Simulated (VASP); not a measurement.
# W in VASP: a series of runs, part 2 of 3

VASP 6.6.1. Earlier steps stand in the parts before.

## 4. Electric field gradients, PBE (equal xy, yz and zx shear strains of +3 %)

The input, INCAR:

```
PREC     = Accurate       # precision mode
ENCUT    = 520            # plane-wave cutoff, eV
EDIFF    = 1E-8           # SCF threshold, eV
ISMEAR   = -1             # smearing method
SIGMA    = 0.05           # smearing width, eV
LREAL    = False          # projectors in reciprocal space
LASPH    = True           # aspherical terms in the spheres
NELM     = 60             # most SCF steps
ALGO     = Normal         # electronic algorithm
ISIF     = 2              # what is computed and relaxed
LWAVE    = False          # write WAVECAR
LCHARG   = False          # write CHGCAR
GGA      = PE             # functional
LEFG     = True         
NBANDS   = 13             # bands
```

The input, KPOINTS:

```
regular mesh
0
Gamma
  14 14 14
```

The input, POSCAR:

```
W
1.0
    0.0609000000      2.0604500000      2.0604500000
    2.0604500000      0.0609000000      2.0604500000
    2.0604500000      2.0604500000      0.0609000000
W
1
Direct
    0.0000000000      0.0000000000      0.0000000000
```

Potentials or basis: VASP PAW PBE potentials, release 64 (W_sv).

On the command line:

```console
$ cat potpaw_PBE.64/W_sv/POTCAR > POTCAR
$ mpirun -np 1 vasp_std > vasp.out
```

OUTCAR:

```text
PREC = Accurate
   ENCUT = 520
   EDIFF = 1E-8
   ISMEAR = -1
   LREAL = False
   LASPH = True
   NELM = 60
   ISIF = 2
   GGA = PE

 ion  position               nearest neighbor table
   1  0.000  0.000  0.000-

  LATTYP: Found a trigonal (rhomboedric) cell.
 ALAT       =     2.9145526612
 COS(alpha) =     0.5293254421

  Lattice vectors:

 A1 = (   0.0609000000,   2.0604500000,   2.0604500000)
 A2 = (   2.0604500000,   0.0609000000,   2.0604500000)
 A3 = (   2.0604500000,   2.0604500000,   0.0609000000)

Analysis of symmetry for initial positions (statically):
=====================================================================
 Subroutine PRICEL returns:
 Original cell was already a primitive cell.

 Routine SETGRP: Setting up the symmetry group for a
 trigonal (rhombohedral) supercell.

 Subroutine GETGRP returns: Found 12 space group operations
 (whereof 12 operations were pure point group operations)
 out of a pool of 12 trial point group operations.

The static configuration has the point symmetry D_3d.

Analysis of symmetry for dynamics (positions and initial velocities):
=====================================================================
 Subroutine PRICEL returns:
 Original cell was already a primitive cell.

 Routine SETGRP: Setting up the symmetry group for a
 trigonal (rhombohedral) supercell.

 Subroutine GETGRP returns: Found 12 space group operations
 (whereof 12 operations were pure point group operations)
 out of a pool of 12 trial point group operations.

The dynamic configuration has the point symmetry D_3d.

 Subroutine INISYM returns: Found 12 space group operations
 (whereof 12 operations are pure point group operations),
 and found     1 'primitive' translations

----------------------------------------------------------------------------------------

                                     Primitive cell

  volume of cell :      16.7197

  direct lattice vectors                    reciprocal lattice vectors
     0.060900000  2.060450000  2.060450000    -0.253697859  0.246414667  0.246414667
     2.060450000  0.060900000  2.060450000     0.246414667 -0.253697859  0.246414667
     2.060450000  2.060450000  0.060900000     0.246414667  0.246414667 -0.253697859

  length of vectors
     2.914552661  2.914552661  2.914552661     0.431048697  0.431048697  0.431048697

  position of ions in fractional coordinates (direct lattice)
     0.000000000  0.000000000  0.000000000

  ion indices of the primitive-cell ions
   primitive index   ion index
                 1           1

----------------------------------------------------------------------------------------

 KPOINTS: regular mesh

Automatic generation of k-mesh.
 Grid dimensions read from file:
 generate k-points for:   14   14   14

 Generating k-lattice:
[... 66 lines left out ...]
   IBRION =     -1    ionic relax: 0-MD 1-quasi-New 2-CG
   NFREE  =      0    steps in history (QN), initial steepest desc. (CG)
   ISIF   =      2    stress and relaxation
   ISYM   =      2    0-nonsym 1-usesym 2-fastsym
   POTIM  = 0.5000    time-step for ionic-motion
   TEBEG  =    0.0;   TEEND  =   0.0 temperature during run
   PSTRESS=    0.0 pullay stress
   NELECT =      14.0000    total number of electrons
   NUPDOWN=      -1.0000    fix difference up-down
   EMIN   =  10.00;   EMAX   =-10.00  energy-range for DOS
   EFERMI =   0.00;   METHOD = LEGACY
   ISMEAR =    -1;   SIGMA  =   0.05  broadening in eV -4-tet -1-fermi 0-gaus
   EFERMI_NEDOS =   21; number of points for ismear=-14 and -15
   IALGO  =     38    algorithm
   IMIX   =      4    mixing-type and parameters
     AMIX     =   0.40;   BMIX     =  1.00
     AMIX_MAG =   1.60;   BMIX_MAG =  1.00
  volume/ion in A,a.u.               =      16.72       112.83
  Fermi-wavevector in a.u.,A,eV,Ry     =   1.543032  2.915908 32.394758  2.380948
  Thomas-Fermi vector in A             =   2.648752
   LORBIT       =      0    0 simple, 1 ext, 2 COOP (PROOUT), +10 PAW based schemes
   GGA     = PE    functional components
   LHFCALC =     F    Hartree Fock is set to
   AEXX    =    0.0000 exact exchange contribution
   IVDW    =     0    specifies the selected vdW correction
   LEPSILON=     F    determine dielectric tensor
   LRPA    =     F    only Hartree local field effects (RPA)
 non-spin polarized calculation
  energy-cutoff  :      520.00
  volume of cell :       16.72
 maximum number of plane-waves:       465
 NGX is ok and might be reduce to    24
   NGX = 11   NGY = 11   NGZ = 11

 number of electron      14.0000000 magnetization

 Free energy of the ion-electron system (eV)
  ---------------------------------------------------
  ext. energy  EPLUGINS =         0.00000000
  ---------------------------------------------------
  free energy    TOTEN  =       -12.48613587 eV

  energy without entropy =      -12.47775154  energy(sigma->0) =      -12.48194370

 E-fermi :  10.2706     XC(G=0): -13.3308

 val. band max:       10.2624274092   @ k =   0.2143   0.2143   0.0714
 cond. band min:      10.2769108313   @ k =  -0.1429   0.4286   0.0714
 fundamental gap:      0.0144834221
 Fermi energy:        10.2705796217

 k-point     1 :       0.0000    0.0000    0.0000
  band No.  band energies     occupation
      1     -63.4834      2.00000
      2     -27.2223      2.00000
      3     -27.0880      2.00000
      4     -27.0880      2.00000
      5       1.3438      2.00000
      6       9.1753      2.00000
      7       9.9359      1.99752
      8       9.9359      1.99752
      9      12.7772      0.00000
     10      12.7772      0.00000
     11      22.9814      0.00000
     12      27.4090      0.00000
     13      28.5350      0.00000
[... 354 lines left out ...]
  band No.  band energies     occupation
      1     -63.4236      2.00000
      2     -27.6695      2.00000
      3     -27.3383      2.00000
      4     -27.2413      2.00000
      5       4.0515      2.00000
      6       8.0257      2.00000
      7       9.8997      1.99880
      8      10.7195      0.00025
      9      12.2612      0.00000
     10      13.7036      0.00000
     11      24.7974      0.00000
     12      27.7572      0.00000
     13      29.2915      0.00000

 [... further k-points ...]
[... 5 lines left out ...]
  --------------------------------------------------------------------------------------
  -------------------------------------------------------------------------------------
  Total       -0.3760486     -0.3760486     -0.3760486      0.1324980      0.1324980      0.1324980
  in kB      -36.0351839    -36.0351839    -36.0351839     12.6967414     12.6967414     12.6967414
  external PRESSURE =     -36.0351839 kB  Pullay stress =       0.0000000 kB

 VOLUME and BASIS-vectors are now :
 -----------------------------------------------------------------------------
  energy-cutoff  :      520.00
  volume of cell :       16.72
      direct lattice vectors                 reciprocal lattice vectors
     0.060900000  2.060450000  2.060450000    -0.253697859  0.246414667  0.246414667
     2.060450000  0.060900000  2.060450000     0.246414667 -0.253697859  0.246414667
     2.060450000  2.060450000  0.060900000     0.246414667  0.246414667 -0.253697859

 POSITION                                       TOTAL-FORCE (eV/Angst)
 -----------------------------------------------------------------------------------
      0.00000      0.00000      0.00000        -0.000000      0.000000     -0.000000
 -----------------------------------------------------------------------------------
    total drift:                               -0.000000     -0.000000     -0.000000

  FREE ENERGIE OF THE ION-ELECTRON SYSTEM (eV)
  ---------------------------------------------------
  free  energy   TOTEN  =       -12.4861358674 eV

  energy  without entropy=      -12.4777515406  energy(sigma->0) =      -12.48194370

 Electric field gradients (V/A^2)
---------------------------------------------------------------------
 ion       V_xx      V_yy      V_zz      V_xy      V_xz      V_yz
---------------------------------------------------------------------
   1      -0.000    -0.000     0.000    14.275    14.275    14.275
---------------------------------------------------------------------

 Electric field gradients after diagonalization (V/A^2)
 (convention: |V_zz| > |V_xx| > |V_yy|)
----------------------------------------------------------------------
 ion       V_xx      V_yy      V_zz     asymmetry (V_yy - V_xx)/ V_zz
----------------------------------------------------------------------
   1     -14.275   -14.275    28.550       0.000
----------------------------------------------------------------------

           NMR quadrupolar parameters

 Cq : quadrupolar parameter    Cq=e*Q*V_zz/h
 eta: asymmetry parameters     (V_yy - V_xx)/ V_zz
 Q  : nuclear electric quadrupole moment in mb (millibarn)
----------------------------------------------------------------------
 ion       Cq(MHz)       eta       Q (mb)
----------------------------------------------------------------------
   1       0.069       0.000       1.000
----------------------------------------------------------------------
```

Wall time 39 s (1 thread of AMD EPYC 9R45 (Zen 5), shared host); peak memory 0.16 GiB.

Results:

```yaml
Free_energy: -12.4861 eV
Pressure: -3.6 GPa
Band_gap_on_the_k_mesh: zero (band 7 reaches 13.19 eV, above the bottom of band 8 at 9.87 eV)
```

Stress tensor (GPa, compression positive):
```
-3.60  1.27  1.27
 1.27 -3.60  1.27
 1.27  1.27 -3.60
```

Levels at points of the mesh, in eV from the Fermi level:
| k point | band 4 | band 5 | band 6 | band 7 | band 8 | band 9 | band 10 | band 11 |
| --- | --- | --- | --- | --- | --- | --- | --- | --- |
| (0.00, 0.00, 0.00) | -37.36 | -8.93 | -1.10 | -0.33 | -0.33 | 2.51 | 2.51 | 12.71 |
| (0.50, 0.00, 0.00) | -37.54 | -5.51 | -1.23 | -0.44 | 0.70 | 4.56 | 5.25 | 10.23 |
| (0.50, 0.50, 0.00) | -37.74 | -5.39 | -4.44 | 2.92 | 4.75 | 5.53 | 5.70 | 11.10 |
| (0.50, 0.50, 0.50) | -37.47 | -5.63 | -0.63 | -0.63 | 0.11 | 4.73 | 4.73 | 9.38 |

Electric field gradients, principal values (V/Å²):
```tsv
atom	least	middle	greatest (by size)
1 W	-14.275	-14.275	28.550
```

Caveat: the cell differs from its parent crystal (equal xy, yz and zx shear strains of +3 %); without QUAD_EFG the Cq values of the log hold for a quadrupole moment of 1 mb, not for the nuclei; spin-orbit coupling is left out, which moves the levels of the heavy elements.

[end of part 2 of 3]
